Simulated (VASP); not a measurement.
# Sn (Fd-3m) in VASP: notebook

The runs below take Sn through single point, with PBEsol.

Program: VASP 6.6.1. These are calculated values, not measurements. Logs are shortened: lines on timing, memory, paths and dates and some standing lists are left out, and cuts for length are marked.

### Step 1. The cell of the first run

It takes space group Fd-3m (No. 227, cubic). The conventional cell has a = 5.970 Å, b = 5.970 Å, c = 5.970 Å, α = 90.00°, β = 90.00°, γ = 90.00°. Within 3.4 Å of Sn (site symmetry -43m) lie 4 Sn at 2.59 Å.

This isn't the form of Sn at room conditions, which is tetragonal (white tin).

### Step 2. Single point, PBEsol

INCAR

```
PREC = Accurate
ENCUT = 520
EDIFF = 1E-6
ISMEAR = -1
SIGMA = 0.15
LREAL = F
LASPH = T
NELM = 80
ALGO = Normal
ISIF = 2
LWAVE = F
LCHARG = F
GGA = PS
NBANDS = 21
```

KPOINTS

```
regular mesh
0
Gamma
  12 12 12
```

POSCAR

```
Sn
1.0
    0.0000000000      2.9851148109      2.9851148109
    2.9851148109      0.0000000000      2.9851148109
    2.9851148109      2.9851148109      0.0000000000
Sn
2
Direct
    0.5000000000      0.5000000000      0.5000000000
    0.7500000000      0.7500000000      0.7500000000
```

Potentials or basis: VASP PAW PBE potentials, release 64 (Sn_d).

Command:

```
$ cat potpaw_PBE.64/Sn_d/POTCAR > POTCAR
$ mpirun -np 1 vasp_std > vasp.out
```

OUTCAR:

```text
PREC = Accurate
   ENCUT = 520
   EDIFF = 1E-6
   ISMEAR = -1
   LREAL = F
   LASPH = T
   NELM = 80
   ISIF = 2
   GGA = PS

 ion  position               nearest neighbor table
   1  0.500  0.500  0.500-   2 2.59   2 2.59   2 2.59   2 2.59
   2  0.750  0.750  0.750-   1 2.59   1 2.59   1 2.59   1 2.59

  LATTYP: Found a face centered cubic cell.
 ALAT       =     5.9702296218

  Lattice vectors:

 A1 = (   0.0000000000,   2.9851148109,   2.9851148109)
 A2 = (   2.9851148109,   0.0000000000,   2.9851148109)
 A3 = (   2.9851148109,   2.9851148109,   0.0000000000)

Analysis of symmetry for initial positions (statically):
=====================================================================
 Subroutine PRICEL returns:
 Original cell was already a primitive cell.

 Routine SETGRP: Setting up the symmetry group for a
 face centered cubic supercell.

 Subroutine GETGRP returns: Found 48 space group operations
 (whereof 24 operations were pure point group operations)
 out of a pool of 48 trial point group operations.

The static configuration has the point symmetry T_d .
 The point group associated with its full space group is O_h .

Analysis of symmetry for dynamics (positions and initial velocities):
=====================================================================
 Subroutine PRICEL returns:
 Original cell was already a primitive cell.

 Routine SETGRP: Setting up the symmetry group for a
 face centered cubic supercell.

 Subroutine GETGRP returns: Found 48 space group operations
 (whereof 24 operations were pure point group operations)
 out of a pool of 48 trial point group operations.

The dynamic configuration has the point symmetry T_d .
 The point group associated with its full space group is O_h .

 Subroutine INISYM returns: Found 48 space group operations
 (whereof 24 operations are pure point group operations),
 and found     1 'primitive' translations

----------------------------------------------------------------------------------------

                                     Primitive cell

  volume of cell :      53.2002

  direct lattice vectors                    reciprocal lattice vectors
     0.000000000  2.985114811  2.985114811    -0.167497745  0.167497745  0.167497745
     2.985114811  0.000000000  2.985114811     0.167497745 -0.167497745  0.167497745
     2.985114811  2.985114811  0.000000000     0.167497745  0.167497745 -0.167497745

  length of vectors
     4.221589851  4.221589851  4.221589851     0.290114605  0.290114605  0.290114605

  position of ions in fractional coordinates (direct lattice)
     0.500000000  0.500000000  0.500000000
     0.750000000  0.750000000  0.750000000

  ion indices of the primitive-cell ions
   primitive index   ion index
                 1           1
                 2           2

----------------------------------------------------------------------------------------

 KPOINTS: regular mesh

Automatic generation of k-mesh.
 Grid dimensions read from file:
 generate k-points for:   12   12   12

 Generating k-lattice:

  Cartesian coordinates                     Fractional coordinates (reciprocal lattice)
    -0.013958145  0.013958145  0.013958145     0.083333333  0.000000000  0.000000000
     0.013958145 -0.013958145  0.013958145     0.000000000  0.083333333  0.000000000
     0.013958145  0.013958145 -0.013958145     0.000000000  0.000000000  0.083333333

  Length of vectors
     0.024176217  0.024176217  0.024176217

  Shift w.r.t. Gamma in fractional coordinates (k-lattice)
     0.000000000  0.000000000  0.000000000

 Subroutine IBZKPT returns following result:
 ===========================================

 Found     72 irreducible k-points:

 Following reciprocal coordinates:
            Coordinates               Weight
  0.000000  0.000000  0.000000      1.000000
  0.083333  0.000000  0.000000      8.000000
  0.166667  0.000000  0.000000      8.000000
  0.250000  0.000000  0.000000      8.000000
  0.333333  0.000000  0.000000      8.000000
  0.416667  0.000000  0.000000      8.000000
[... 16 lines left out ...]
  0.500000  0.166667  0.000000     24.000000
 -0.416667  0.166667  0.000000     24.000000
 [... further k-points ...]
   k-points           NKPTS =     72   k-points in BZ     NKDIM =     72   number of bands    NBANDS=     21
   number of dos      NEDOS =    301   number of ions     NIONS =      2
   total plane-waves  NPLWV =  32768
   dimension x,y,z NGX =    32 NGY =   32 NGZ =   32
   dimension x,y,z NGXF=    64 NGYF=   64 NGZF=   64
   ions per type =               2
   NGX,Y,Z   is equivalent  to a cutoff of  12.60, 12.60, 12.60 a.u.
   NGXF,Y,Z  is equivalent  to a cutoff of  25.20, 25.20, 25.20 a.u.
 SYSTEM =  unknown system
   PREC   = accura    normal or accurate (medium, high low for compatibility)
   ISTART =      0    job   : 0-new  1-cont  2-samecut
   ICHARG =      2    charge: 1-file 2-atom 10-const
   ISPIN  =      1    spin polarized calculation?
   LNONCOLLINEAR =      F non collinear calculations
   LSORBIT =      F    spin-orbit coupling
   LASPH  =      T    aspherical Exc in radial PAW
   ENCUT  =  520.0 eV  38.22 Ry    6.18 a.u.   7.85  7.85  7.85*2*pi/ulx,y,z
   NELM   =     80;   NELMIN=  2; NELMDL= -5     # of ELM steps
   EDIFF  = 0.1E-05   stopping-criterion for ELM
   LREAL  =      F    real-space projection
   EDIFFG = 0.1E-04   stopping-criterion for IOM
   NSW    =      0    number of steps for IOM
   IBRION =     -1    ionic relax: 0-MD 1-quasi-New 2-CG
   NFREE  =      0    steps in history (QN), initial steepest desc. (CG)
   ISIF   =      2    stress and relaxation
   ISYM   =      2    0-nonsym 1-usesym 2-fastsym
   POTIM  = 0.5000    time-step for ionic-motion
   TEBEG  =    0.0;   TEEND  =   0.0 temperature during run
   PSTRESS=    0.0 pullay stress
   NELECT =      28.0000    total number of electrons
   NUPDOWN=      -1.0000    fix difference up-down
   EMIN   =  10.00;   EMAX   =-10.00  energy-range for DOS
   EFERMI =   0.00;   METHOD = LEGACY
   ISMEAR =    -1;   SIGMA  =   0.15  broadening in eV -4-tet -1-fermi 0-gaus
   EFERMI_NEDOS =   21; number of points for ismear=-14 and -15
   IALGO  =     38    algorithm
   IMIX   =      4    mixing-type and parameters
     AMIX     =   0.40;   BMIX     =  1.00
     AMIX_MAG =   1.60;   BMIX_MAG =  1.00
  volume/ion in A,a.u.               =      26.60       179.51
  Fermi-wavevector in a.u.,A,eV,Ry     =   1.321772  2.497786 23.770475  1.747081
  Thomas-Fermi vector in A             =   2.451501
   LORBIT       =      0    0 simple, 1 ext, 2 COOP (PROOUT), +10 PAW based schemes
   GGA     = PS    functional components
   LHFCALC =     F    Hartree Fock is set to
   AEXX    =    0.0000 exact exchange contribution
   IVDW    =     0    specifies the selected vdW correction
   LEPSILON=     F    determine dielectric tensor
   LRPA    =     F    only Hartree local field effects (RPA)
 non-spin polarized calculation
  energy-cutoff  :      520.00
  volume of cell :       53.20
 maximum number of plane-waves:      1459
   NGX = 15   NGY = 15   NGZ = 15

 number of electron      28.0000017 magnetization

 Free energy of the ion-electron system (eV)
  ---------------------------------------------------
  ext. energy  EPLUGINS =         0.00000000
  ---------------------------------------------------
  free energy    TOTEN  =        -7.58868287 eV

  energy without entropy =       -7.57785795  energy(sigma->0) =       -7.58327041

 E-fermi :   8.6126     XC(G=0): -10.2184

 val. band max:        8.4508392412   @ k =  -0.0833   0.0833   0.0000
 cond. band min:       8.6516957796   @ k =   0.0000   0.0000   0.0000
 fundamental gap:      0.2008565384
 Fermi energy:         8.6126319169

 k-point     1 :       0.0000    0.0000    0.0000
  band No.  band energies     occupation
      1     -13.8063      2.00000
      2     -13.8063      2.00000
      3     -13.8063      2.00000
      4     -13.7035      2.00000
      5     -13.7035      2.00000
      6     -13.1137      2.00000
[... 13 lines left out ...]
     20      16.8074      0.00000
     21      16.8074      0.00000

 k-point     2 :       0.0833    0.0000    0.0000
  band No.  band energies     occupation
      1     -13.8181      2.00000
      2     -13.8181      2.00000
      3     -13.8035      2.00000
      4     -13.6871      2.00000
      5     -13.6871      2.00000
      6     -13.1281      2.00000
[... 13 lines left out ...]
     20      16.0713      0.00000
     21      16.0713      0.00000

 k-point     3 :       0.1667    0.0000    0.0000
  band No.  band energies     occupation
      1     -13.8391      2.00000
      2     -13.8391      2.00000
      3     -13.7959      2.00000
      4     -13.6545      2.00000
      5     -13.6545      2.00000
      6     -13.1538      2.00000
[... 13 lines left out ...]
     20      15.5532      0.00000
     21      15.5532      0.00000

 k-point     4 :       0.2500    0.0000    0.0000
  band No.  band energies     occupation
      1     -13.8562      2.00000
      2     -13.8562      2.00000
      3     -13.7854      2.00000
      4     -13.6233      2.00000
      5     -13.6233      2.00000
      6     -13.1759      2.00000
[... 13 lines left out ...]
     20      15.5874      0.00000
     21      15.5874      0.00000

 k-point     5 :       0.3333    0.0000    0.0000
  band No.  band energies     occupation
      1     -13.8667      2.00000
      2     -13.8667      2.00000
      3     -13.7748      2.00000
      4     -13.6014      2.00000
      5     -13.6014      2.00000
      6     -13.1894      2.00000
[... 13 lines left out ...]
     20      16.2299      0.00000
     21      16.2299      0.00000
[... 382 lines left out ...]
     20      16.8264      0.00000
     21      17.4165      0.00000

 k-point    22 :       0.4167    0.1667    0.0000
  band No.  band energies     occupation
      1     -13.9083      2.00000
      2     -13.8724      2.00000
      3     -13.7472      2.00000
      4     -13.5728      2.00000
      5     -13.5156      2.00000
      6     -13.3352      2.00000
[... 13 lines left out ...]
     20      18.1498      0.00000
     21      18.1556      0.00000

 k-point    23 :       0.5000    0.1667    0.0000
  band No.  band energies     occupation
      1     -13.9191      2.00000
      2     -13.8823      2.00000
      3     -13.7180      2.00000
      4     -13.5481      2.00000
      5     -13.5263      2.00000
      6     -13.3152      2.00000
[... 13 lines left out ...]
     20      18.1651      0.00000
     21      18.2406      0.00000

 k-point    24 :      -0.4167    0.1667    0.0000
  band No.  band energies     occupation
      1     -13.9196      2.00000
      2     -13.8893      2.00000
      3     -13.7023      2.00000
      4     -13.5523      2.00000
      5     -13.5299      2.00000
      6     -13.2782      2.00000
[... 13 lines left out ...]
     20      16.9198      0.00000
     21      17.0946      0.00000

 [... further k-points ...]

------------------------ aborting loop because EDIFF is reached ----------------------------------------

  FORCE on cell =-STRESS in cart. coord.  units (eV):
  Direction    XX          YY          ZZ          XY          YZ          ZX
  --------------------------------------------------------------------------------------
  -------------------------------------------------------------------------------------
  Total        7.2608487      7.2608487      7.2608487     -0.0000000     -0.0000000     -0.0000000
  in kB      218.6678118    218.6678118    218.6678118     -0.0000000     -0.0000000     -0.0000000
  external PRESSURE =     218.6678118 kB  Pullay stress =       0.0000000 kB

 VOLUME and BASIS-vectors are now :
 -----------------------------------------------------------------------------
  energy-cutoff  :      520.00
  volume of cell :       53.20
      direct lattice vectors                 reciprocal lattice vectors
     0.000000000  2.985114811  2.985114811    -0.167497745  0.167497745  0.167497745
     2.985114811  0.000000000  2.985114811     0.167497745 -0.167497745  0.167497745
     2.985114811  2.985114811  0.000000000     0.167497745  0.167497745 -0.167497745

 POSITION                                       TOTAL-FORCE (eV/Angst)
 -----------------------------------------------------------------------------------
      2.98511      2.98511      2.98511        -0.000000     -0.000000     -0.000000
      4.47767      4.47767      4.47767         0.000000      0.000000      0.000000
 -----------------------------------------------------------------------------------
    total drift:                               -0.000000     -0.000000      0.000000

  FREE ENERGIE OF THE ION-ELECTRON SYSTEM (eV)
  ---------------------------------------------------
  free  energy   TOTEN  =        -7.5886828718 eV

  energy  without entropy=       -7.5778579504  energy(sigma->0) =       -7.58327041
```

It took 27 s on 1 thread of Intel Xeon 6975P-C (Granite Rapids), shared host; peak memory 0.2 GiB.

Results:

```yaml
Free_energy: -7.5887 eV
Pressure: 21.9 GPa
```

Caveat: the cell stands under pressure; the PAW data sets were made with another functional, which shifts forces and pressure a little; spin-orbit coupling is left out, which moves the levels of the heavy elements.

### Step 3. Single point, PBEsol (34.31 Å³/atom)

This run uses another cell than the first one, of 34.31 Å³/atom.

INCAR

```
SYSTEM = Sn
PREC = Accurate
ENCUT = 520
EDIFF = 1E-7
ISMEAR = -1
SIGMA = 0.15
LREAL = .False.
LASPH = .True.
NELM = 80
ALGO = Normal
ISIF = 2
LWAVE = .False.
LCHARG = .False.
GGA = PS
NBANDS = 21
```

KPOINTS

```
regular mesh
0
Gamma
  12 12 12
  0 0 0
```

POSCAR

```
Sn
1.0
    0.0000000000      3.2495286389      3.2495286389
    3.2495286389      0.0000000000      3.2495286389
    3.2495286389      3.2495286389      0.0000000000
Sn
2
Direct
    0.5000000000      0.5000000000      0.5000000000
    0.7500000000      0.7500000000      0.7500000000
```

Potentials or basis: VASP PAW PBE potentials, release 64 (Sn_d).

Command:

```
$ cat potpaw_PBE.64/Sn_d/POTCAR > POTCAR
$ mpirun -np 1 vasp_std > vasp.out
```

It took 53 s on 1 thread of Intel Xeon 6975P-C (Granite Rapids), shared host; peak memory 0.24 GiB.

The run converged. Its results:

```
Free energy            : -8.4686 eV
Pressure               : 0.8 GPa
Band gap on the k mesh : zero (bands 14 and 15 overlap by 0.16 eV)
```

Levels at points of the mesh, in eV from the Fermi level:
```csv
k point,band 10,band 11,band 12,band 13,band 14,band 15,band 16,band 17,band 18,band 19
"(0.00, 0.00, 0.00)",-21.26,-10.65,-0.77,0.04,0.04,0.04,2.10,2.10,2.10,4.81
"(0.50, 0.00, 0.00)",-21.21,-9.03,-6.35,-1.16,-1.16,-0.12,3.17,3.17,5.48,8.34
"(0.50, 0.50, 0.00)",-21.19,-7.56,-7.56,-2.50,-2.50,0.72,0.72,7.64,7.64,9.15
```

Caveat: the PAW data sets were made with another functional, which shifts forces and pressure a little; spin-orbit coupling is left out, which moves the levels of the heavy elements.

### Step 4. Single point, PBEsol

This run uses another cell than the first one, of 35.01 Å³/atom.

INCAR

```
ALGO = Normal
EDIFF = 1E-6
ENCUT = 520
GGA = PS
ISIF = 2
ISMEAR = -1
LASPH = True
LCHARG = False
LREAL = False
LWAVE = False
NBANDS = 21
NELM = 100
PREC = Accurate
SIGMA = 0.15
```

KPOINTS

```
k-points
0
Gamma
  12 12 12
```

POSCAR

```
Sn
1.0
    0.0000000000      3.2714855796      3.2714855796
    3.2714855796      0.0000000000      3.2714855796
    3.2714855796      3.2714855796      0.0000000000
Sn
2
Direct
    0.5000000000      0.5000000000      0.5000000000
    0.7500000000      0.7500000000      0.7500000000
```

Command:

```
$ cat potpaw_PBE.64/Sn_d/POTCAR > POTCAR
$ mpirun -np 1 vasp_std > vasp.out
```

It took 36 s on 1 thread of Intel Xeon 6975P-C (Granite Rapids), shared host; peak memory 0.25 GiB.

It converged, with:

```
Free energy            : -8.4722 eV
Pressure               : -0.1 GPa
Band gap on the k mesh : zero (bands 14 and 15 overlap by 0.20 eV)
```

Levels at points of the mesh, in eV from the Fermi level:
```csv
k point,band 11,band 12,band 13,band 14,band 15,band 16,band 17,band 18
"(0.00, 0.00, 0.00)",-10.50,-0.90,0.05,0.05,0.05,2.11,2.11,2.11
"(0.50, 0.00, 0.00)",-8.93,-6.27,-1.12,-1.12,-0.14,3.17,3.17,5.50
"(0.50, 0.50, 0.00)",-7.49,-7.49,-2.43,-2.43,0.75,0.75,7.52,7.52
```

Caveat: the PAW data sets were made with another functional, which shifts forces and pressure a little; spin-orbit coupling is left out, which moves the levels of the heavy elements.

### Step 5. The runs side by side

```tsv
cell	gap on the mesh (eV)	pressure (GPa)
a = 4.222 Å, angles 60.0°, 2 atoms	-	21.9
a = 4.596 Å, angles 60.0°, 2 atoms	none	0.8
a = 4.627 Å, angles 60.0°, 2 atoms	none	-0.1
```

Alike in all rows: task single point; level PBEsol; potentials or basis VASP PAW PBE potentials, release 64 (Sn_d); no spin polarisation; k mesh 12 × 12 × 12; cutoff (eV) 520; smearing fermi-dirac 0.15 eV.

Caveats: the PAW data sets were made with another functional, which shifts forces and pressure a little; spin-orbit coupling is left out, which moves the levels of the heavy elements; the cell stands under pressure (at least some runs).

Absolute energies hang on the potentials; compare differences alone.

The gap in the log of VASP goes by the Fermi energy; the results here count the filled bands.